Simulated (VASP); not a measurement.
# Ru: single point with PBEsol

Ru:

```
Ru
1.0
     2.68968    0.00000    0.00000
    -1.34484    2.32934    0.00000
     0.00000    0.00000    4.25238
Ru
2
Direct
  0.26859 0.60656 0.25000
  0.73141 0.39344 0.75000
```

This cell differs from its parent crystal: atoms displaced along several vibrational modes.

* Program: VASP 6.6.1
* Task: single point
* Functional: PBEsol
* Potentials or basis: VASP PAW PBE potentials, release 64 (Ru_pv)
* Cutoff: 520 eV
* k mesh: 18 × 18 × 10
* Occupations: gaussian, width 0.15 eV
* Spin: no spin polarisation
* Dipole correction: no
* Further INCAR settings: ALGO = Fast; EDIFF = 1e-07; NBANDS = 21

| Quantity | Value |
| --- | --- |
| Pressure | 5.7 GPa |
| Largest force | 2.286 eV/Å |
| Band gap on the k mesh | zero (bands 14 and 15 overlap by 2.98 eV) |

Forces in eV/Å, atoms in the order of the input:
```
Ru   1.075  2.018  0.000
Ru  -1.075 -2.018  0.000
```

Stress tensor (GPa, compression positive):
```
 7.79  3.03  0.00
 3.03 -3.52  0.00
 0.00  0.00 12.86
```

Levels at points of the mesh, in eV from the Fermi level:
```
           k point  band 12  band 13  band 14  band 15  band 16  band 17
(0.00, 0.00, 0.00)    -2.25    -2.14    -1.47    -0.29    -0.09     1.20
(0.50, 0.00, 0.00)    -2.71    -1.76     1.26     1.58     2.03     5.00
(0.00, 0.50, 0.00)    -1.17    -0.93     1.56     1.74     1.85     3.25
(0.50, 0.50, 0.00)    -2.09    -1.88     0.96     1.52     1.76     4.02
(0.00, 0.00, 0.50)    -2.98    -2.54    -2.54     0.13     0.13     0.66
(0.50, 0.00, 0.50)    -0.96     1.54     1.54     1.67     1.67     2.41
(0.00, 0.50, 0.50)    -1.40    -0.20    -0.20     1.71     1.71     4.44
(0.50, 0.50, 0.50)    -0.88     0.68     0.68     1.69     1.69     3.55
```

Run time: 12 min on 1 thread of AMD EPYC 7R13, on a shared host, peak memory 0.5 GiB.

Caveat: the cell differs from its parent crystal (atoms displaced along several vibrational modes); the stress differs along the axes, from -4 to 13 GPa; the PAW data sets were made with another functional, which shifts forces and pressure a little.
